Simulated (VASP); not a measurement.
# Nb (Fm-3m) in VASP: settings compared

Aim: see how the results for Nb move with the level of theory and the settings. Levels: PBE+D3(BJ), PBE+D4. Tasks: single point.

Program: VASP 6.6.1. These are calculated values, not measurements. Logs are shortened: lines on timing, memory, paths and dates and some standing lists are left out, and cuts for length are marked.

## 1. The cell of the first run

Symmetry: Fm-3m, No. 225, cubic system. The conventional cell has a = 4.170 Å, b = 4.170 Å, c = 4.170 Å, α = 90.00°, β = 90.00°, γ = 90.00°. Nb (site symmetry m-3m) has 12 Nb at 2.95 Å within 3.9 Å.

## 2. Single point, PBE+D3(BJ)

Contents of INCAR:

```
PREC = Accurate
ENCUT = 520
EDIFF = 1E-7
ISMEAR = -1
SIGMA = 0.05
LREAL = False
LASPH = True
NELM = 60
ALGO = Fast
ISIF = 2
LWAVE = False
LCHARG = True
GGA = PE
IVDW = 12
LELF = True
LVHAR = True
NBANDS = 12
```

Contents of KPOINTS:

```
Automatic mesh
0
Gamma
  11 11 11
```

Contents of POSCAR:

```
Nb
1.0
    0.0000000000      2.0850945700      2.0850945700
    2.0850945700      0.0000000000      2.0850945700
    2.0850945700      2.0850945700      0.0000000000
Nb
1
Direct
    0.0000000000      0.0000000000      0.0000000000
```

Potentials or basis: VASP PAW PBE potentials, release 64 (Nb_sv).

Launch:

```sh
$ cat potpaw_PBE.64/Nb_sv/POTCAR > POTCAR
$ mpirun -np 1 vasp_std > vasp.out
```

OUTCAR:

```text
PREC = Accurate
   ENCUT = 520
   EDIFF = 1E-7
   ISMEAR = -1
   LREAL = False
   LASPH = True
   NELM = 60
   ISIF = 2
   GGA = PE
   IVDW = 12
 IVDW          = 12

 ion  position               nearest neighbor table
   1  0.000  0.000  0.000-

  LATTYP: Found a face centered cubic cell.
 ALAT       =     4.1701891400

  Lattice vectors:

 A1 = (   0.0000000000,   2.0850945700,   2.0850945700)
 A2 = (   2.0850945700,   0.0000000000,   2.0850945700)
 A3 = (   2.0850945700,   2.0850945700,   0.0000000000)

Analysis of symmetry for initial positions (statically):
=====================================================================
 Subroutine PRICEL returns:
 Original cell was already a primitive cell.

 Routine SETGRP: Setting up the symmetry group for a
 face centered cubic supercell.

 Subroutine GETGRP returns: Found 48 space group operations
 (whereof 48 operations were pure point group operations)
 out of a pool of 48 trial point group operations.

The static configuration has the point symmetry O_h .

Analysis of symmetry for dynamics (positions and initial velocities):
=====================================================================
 Subroutine PRICEL returns:
 Original cell was already a primitive cell.

 Routine SETGRP: Setting up the symmetry group for a
 face centered cubic supercell.

 Subroutine GETGRP returns: Found 48 space group operations
 (whereof 48 operations were pure point group operations)
 out of a pool of 48 trial point group operations.

The dynamic configuration has the point symmetry O_h .

 Subroutine INISYM returns: Found 48 space group operations
 (whereof 48 operations are pure point group operations),
 and found     1 'primitive' translations

----------------------------------------------------------------------------------------

                                     Primitive cell

  volume of cell :      18.1304

  direct lattice vectors                    reciprocal lattice vectors
     0.000000000  2.085094570  2.085094570    -0.239797277  0.239797277  0.239797277
     2.085094570  0.000000000  2.085094570     0.239797277 -0.239797277  0.239797277
     2.085094570  2.085094570  0.000000000     0.239797277  0.239797277 -0.239797277

  length of vectors
     2.948769020  2.948769020  2.948769020     0.415341067  0.415341067  0.415341067

  position of ions in fractional coordinates (direct lattice)
     0.000000000  0.000000000  0.000000000

  ion indices of the primitive-cell ions
   primitive index   ion index
                 1           1

----------------------------------------------------------------------------------------

 KPOINTS: Automatic mesh

Automatic generation of k-mesh.
 Grid dimensions read from file:
 generate k-points for:   11   11   11

 Generating k-lattice:

  Cartesian coordinates                     Fractional coordinates (reciprocal lattice)
    -0.021799752  0.021799752  0.021799752     0.090909091  0.000000000  0.000000000
     0.021799752 -0.021799752  0.021799752     0.000000000  0.090909091  0.000000000
     0.021799752  0.021799752 -0.021799752     0.000000000  0.000000000  0.090909091

  Length of vectors
     0.037758279  0.037758279  0.037758279

  Shift w.r.t. Gamma in fractional coordinates (k-lattice)
     0.000000000  0.000000000  0.000000000

 Subroutine IBZKPT returns following result:
 ===========================================

 Found     56 irreducible k-points:

 Following reciprocal coordinates:
            Coordinates               Weight
  0.000000  0.000000  0.000000      1.000000
  0.090909  0.000000  0.000000      8.000000
  0.181818  0.000000  0.000000      8.000000
  0.272727  0.000000  0.000000      8.000000
  0.363636  0.000000  0.000000      8.000000
  0.454545  0.000000  0.000000      8.000000
[... 16 lines left out ...]
 -0.272727  0.181818  0.000000     24.000000
 -0.181818  0.181818  0.000000     12.000000
 [... further k-points ...]
   k-points           NKPTS =     56   k-points in BZ     NKDIM =     56   number of bands    NBANDS=     12
   number of dos      NEDOS =    301   number of ions     NIONS =      1
   total plane-waves  NPLWV =  13824
   dimension x,y,z NGX =    24 NGY =   24 NGZ =   24
   dimension x,y,z NGXF=    48 NGYF=   48 NGZF=   48
   ions per type =               1
   NGX,Y,Z   is equivalent  to a cutoff of  13.53, 13.53, 13.53 a.u.
   NGXF,Y,Z  is equivalent  to a cutoff of  27.06, 27.06, 27.06 a.u.
 SYSTEM =  unknown system
   PREC   = accura    normal or accurate (medium, high low for compatibility)
   ISTART =      0    job   : 0-new  1-cont  2-samecut
   ICHARG =      2    charge: 1-file 2-atom 10-const
   ISPIN  =      1    spin polarized calculation?
   LNONCOLLINEAR =      F non collinear calculations
   LSORBIT =      F    spin-orbit coupling
   LASPH  =      T    aspherical Exc in radial PAW
   ENCUT  =  520.0 eV  38.22 Ry    6.18 a.u.   5.48  5.48  5.48*2*pi/ulx,y,z
   NELM   =     60;   NELMIN=  2; NELMDL= -5     # of ELM steps
   EDIFF  = 0.1E-06   stopping-criterion for ELM
   LREAL  =      F    real-space projection
   EDIFFG = 0.1E-05   stopping-criterion for IOM
   NSW    =      0    number of steps for IOM
   IBRION =     -1    ionic relax: 0-MD 1-quasi-New 2-CG
   NFREE  =      0    steps in history (QN), initial steepest desc. (CG)
   ISIF   =      2    stress and relaxation
   ISYM   =      2    0-nonsym 1-usesym 2-fastsym
   POTIM  = 0.5000    time-step for ionic-motion
   TEBEG  =    0.0;   TEEND  =   0.0 temperature during run
   PSTRESS=    0.0 pullay stress
   NELECT =      13.0000    total number of electrons
   NUPDOWN=      -1.0000    fix difference up-down
   EMIN   =  10.00;   EMAX   =-10.00  energy-range for DOS
   EFERMI =   0.00;   METHOD = LEGACY
   ISMEAR =    -1;   SIGMA  =   0.05  broadening in eV -4-tet -1-fermi 0-gaus
   EFERMI_NEDOS =   21; number of points for ismear=-14 and -15
   IALGO  =     68    algorithm
   IMIX   =      4    mixing-type and parameters
     AMIX     =   0.40;   BMIX     =  1.00
     AMIX_MAG =   1.60;   BMIX_MAG =  1.00
  volume/ion in A,a.u.               =      18.13       122.35
  Fermi-wavevector in a.u.,A,eV,Ry     =   1.465279  2.768975 29.212269  2.147041
  Thomas-Fermi vector in A             =   2.581154
   LORBIT       =      0    0 simple, 1 ext, 2 COOP (PROOUT), +10 PAW based schemes
   GGA     = PE    functional components
   LHFCALC =     F    Hartree Fock is set to
   AEXX    =    0.0000 exact exchange contribution
   IVDW    =    12    specifies the selected vdW correction
   LEPSILON=     F    determine dielectric tensor
   LRPA    =     F    only Hartree local field effects (RPA)
 non-spin polarized calculation
 RMM-DIIS sequential band-by-band and
  energy-cutoff  :      520.00
  volume of cell :       18.13
 maximum number of plane-waves:       531
 NGX is ok and might be reduce to    24
   NGX = 11   NGY = 11   NGZ = 11

 number of electron      13.0000000 magnetization

 Free energy of the ion-electron system (eV)
  ---------------------------------------------------
  ext. energy  EPLUGINS =         0.00000000
  ---------------------------------------------------
  free energy    TOTEN  =        -9.89207640 eV

  energy without entropy =       -9.88086162  energy(sigma->0) =       -9.88646901

 E-fermi :  11.4715     XC(G=0): -12.4674

 val. band max:       11.4575025430   @ k =  -0.1818   0.1818   0.0000
 cond. band min:      11.5391464008   @ k =   0.0000   0.0000   0.0000
 fundamental gap:      0.0816438578
 Fermi energy:        11.4714984800

 k-point     1 :       0.0000    0.0000    0.0000
  band No.  band energies     occupation
      1     -43.2915      2.00000
      2     -18.6125      2.00000
      3     -18.6125      2.00000
      4     -18.6125      2.00000
      5       5.1462      2.00000
      6      11.5391      0.41077
      7      11.5391      0.41077
      8      11.5391      0.41077
      9      14.2616      0.00000
     10      14.2616      0.00000
     11      23.3099      0.00000
     12      28.2413      0.00000

 k-point     2 :       0.0909    0.0000    0.0000
  band No.  band energies     occupation
      1     -43.2742      2.00000
      2     -18.7251      2.00000
      3     -18.6263      2.00000
      4     -18.6263      2.00000
      5       5.4627      2.00000
      6      11.2989      1.93858
      7      11.6811      0.02975
      8      11.6811      0.02975
      9      14.1367      0.00000
     10      14.1367      0.00000
     11      23.9400      0.00000
     12      27.0806      0.00000

 k-point     3 :       0.1818    0.0000    0.0000
  band No.  band energies     occupation
      1     -43.2274      2.00000
      2     -19.0203      2.00000
      3     -18.6631      2.00000
      4     -18.6631      2.00000
      5       6.2891      2.00000
      6      10.8457      1.99999
      7      11.9321      0.00020
      8      11.9321      0.00020
      9      14.0302      0.00000
     10      14.0302      0.00000
     11      24.7710      0.00000
     12      26.0580      0.00000
[... 286 lines left out ...]
 k-point    23 :      -0.2727    0.1818    0.0000
  band No.  band energies     occupation
      1     -43.0916      2.00000
      2     -19.5727      2.00000
      3     -19.0388      2.00000
      4     -18.7538      2.00000
      5       8.5310      2.00000
      6      10.4333      2.00000
      7      10.8180      2.00000
      8      12.4528      0.00000
      9      13.9522      0.00000
     10      17.3125      0.00000
     11      24.2216      0.00000
     12      26.6118      0.00000

 k-point    24 :      -0.1818    0.1818    0.0000
  band No.  band energies     occupation
      1     -43.1446      2.00000
      2     -19.3565      2.00000
      3     -18.9223      2.00000
      4     -18.6974      2.00000
      5       7.8202      2.00000
      6      10.1818      2.00000
      7      11.4575      1.13905
      8      12.8567      0.00000
      9      12.8989      0.00000
     10      15.9976      0.00000
     11      25.0403      0.00000
     12      27.6881      0.00000

 [... further k-points ...]

------------------------ aborting loop because EDIFF is reached ----------------------------------------

 Edisp (eV)   -0.73157

 E8    (eV) :    -0.3555

  FORCE on cell =-STRESS in cart. coord.  units (eV):
  Direction    XX          YY          ZZ          XY          YZ          ZX
  --------------------------------------------------------------------------------------
  -------------------------------------------------------------------------------------
  Total      -0.18164    -0.18164    -0.18164     0.00000    -0.00000    -0.00000
  in kB     -16.05177   -16.05177   -16.05177     0.00000    -0.00000    -0.00000
  external pressure =      -16.05 kB  Pullay stress =        0.00 kB

 VOLUME and BASIS-vectors are now :
 -----------------------------------------------------------------------------
  energy-cutoff  :      520.00
  volume of cell :       18.13
      direct lattice vectors                 reciprocal lattice vectors
     0.000000000  2.085094570  2.085094570    -0.239797277  0.239797277  0.239797277
     2.085094570  0.000000000  2.085094570     0.239797277 -0.239797277  0.239797277
     2.085094570  2.085094570  0.000000000     0.239797277  0.239797277 -0.239797277

 POSITION                                       TOTAL-FORCE (eV/Angst)
 -----------------------------------------------------------------------------------
      0.00000      0.00000      0.00000         0.000000      0.000000      0.000000
 -----------------------------------------------------------------------------------
    total drift:                               -0.000000      0.000000     -0.000000

  FREE ENERGIE OF THE ION-ELECTRON SYSTEM (eV)
  ---------------------------------------------------
  free  energy   TOTEN  =       -10.6236428435 eV

  energy  without entropy=      -10.6124280657  energy(sigma->0) =      -10.61803545
```

It took 52 s on 1 thread of Intel Xeon 6975P-C, shared host; peak memory 0.15 GiB.

Results:

| Property | Result |
| --- | --- |
| Free energy | -10.6236 eV |
| Pressure | -1.6 GPa |
| Dispersion energy per atom | -0.732 eV |

Levels at points of the mesh, in eV from the Fermi level:
| k point | band 3 | band 4 | band 5 | band 6 | band 7 | band 8 | band 9 | band 10 |
| --- | --- | --- | --- | --- | --- | --- | --- | --- |
| (0.00, 0.00, 0.00) | -30.08 | -30.08 | -6.33 | 0.07 | 0.07 | 0.07 | 2.79 | 2.79 |

Caveat: three body term missing; pairwise dispersion overbinds metals, which lowers pressure and volume.

## 3. Single point, PBE+D4

This run uses another cell than the first one, of 18.40 Å³/atom, 1.015 times its volume.

Contents of INCAR:

```
SYSTEM = Nb
ALGO = Normal
EDIFF = 1E-6
ENCUT = 520
GGA = PE
ISIF = 2
ISMEAR = -1
IVDW = 13
LASPH = .TRUE.
LCHARG = .FALSE.
LREAL = .FALSE.
LWAVE = .FALSE.
NBANDS = 12
NELM = 100
PREC = Accurate
SIGMA = 0.05
```

Contents of KPOINTS:

```
k-points
0
G
  11 11 11
  0 0 0
```

Contents of POSCAR:

```
Nb
1.0
    0.0000000000      2.0955340464      2.0955340464
    2.0955340464      0.0000000000      2.0955340464
    2.0955340464      2.0955340464      0.0000000000
Nb
1
Direct
    0.0000000000      0.0000000000      0.0000000000
```

Potentials or basis: VASP PAW PBE potentials, release 64 (Nb_sv).

Launch:

```sh
$ cat potpaw_PBE.64/Nb_sv/POTCAR > POTCAR
$ mpirun -np 1 vasp_std > vasp.out
```

Run time: 23 s. Hardware: 1 thread of Intel Xeon 6975P-C, shared host; peak memory 0.14 GiB.

Results (log left out):

* Free energy: -10.2259 eV
* Pressure: -0.3 GPa
* Dispersion energy per atom: -0.327 eV

Levels at points of the mesh, in eV from the Fermi level:
| k point | band 2 | band 3 | band 4 | band 5 | band 6 | band 7 | band 8 | band 9 | band 10 | band 11 |
| --- | --- | --- | --- | --- | --- | --- | --- | --- | --- | --- |
| (0.00, 0.00, 0.00) | -30.13 | -30.13 | -30.13 | -6.29 | 0.08 | 0.08 | 0.08 | 2.74 | 2.74 | 11.82 |

Caveat: pairwise dispersion overbinds metals, which lowers pressure and volume.
